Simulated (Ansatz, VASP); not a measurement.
One calculation of P, two programs

```
CELL_PARAMETERS angstrom
-1.51078 1.51078 1.51078
1.51078 -1.51078 1.51078
1.51078 1.51078 -1.51078
ATOMIC_POSITIONS crystal
P 0.00000 0.00000 0.00000
```

Alike in both runs: task single point; functional revPBE; k mesh 16 × 16 × 16; occupations fermi-dirac, width 0.1 eV; no spin polarisation.

|  | VASP | Ansatz |
| --- | --- | --- |
| version | VASP 6.6.1 | Ansatz 0.2.0 |
| potentials or method | VASP PAW PBE potentials, release 64 (P), cutoff 520 eV | plane waves (420 eV) with PAW, scalar-relativistic |
| valence electrons in the cell | 5 | 5 |

```tsv
	VASP	Ansatz	Ansatz less VASP
pressure (GPa)	3.6	4.2	+0.53
```

VASP's potentials were made for PBE, not for revPBE.
